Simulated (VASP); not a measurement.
Input of a VASP 6.6.1 run:

Contents of INCAR:

```
SYSTEM = K
  PREC = Accurate
  ENCUT = 500
  EDIFF = 1E-7
  ISMEAR = -1
  SIGMA = 0.05
  LREAL = .FALSE.
  LASPH = .TRUE.
  NELM = 120
  ALGO = Normal
  ISIF = 3
  LWAVE = .FALSE.
  LCHARG = .FALSE.
  GGA = PE
  IBRION = 2
  NSW = 80
  EDIFFG = -0.01
  GGA_COMPAT = .FALSE.
  NELMIN = 4
```

KPOINTS

```
Automatic mesh
0
G
  6 6 6
  0 0 0
```

File POSCAR:

```
K
1.0
   -2.6125000000      2.6125000000      2.6125000000
    2.6125000000     -2.6125000000      2.6125000000
    2.6125000000      2.6125000000     -2.6125000000
K
1
Direct
    0.0000000000      0.0000000000      0.0000000000
```

Potentials or basis: VASP PAW PBE potentials, release 64 (K_sv).

Launch:

```bash
$ cat potpaw_PBE.64/K_sv/POTCAR > POTCAR
$ mpirun -np 1 vasp_std > vasp.out
```

Task: Predict the relaxed volume.

Result: 74.04 Å³/atom.

Task: Estimate the space group after relaxing (to 0.05 Å).

Result: Im-3m (No. 229).

Step by step:
```csv
step,energy change (eV),largest force (eV/Å),pressure (GPa),volume (Å³)
1,0.0000,0.0000,0.15,71.32
2,-0.0005,0.0000,0.11,72.00
3,-0.0012,0.0000,0.00,74.04
```

PBE usually gives volumes a little too large and moduli too small. Zero-point motion and thermal expansion aren't in these numbers.
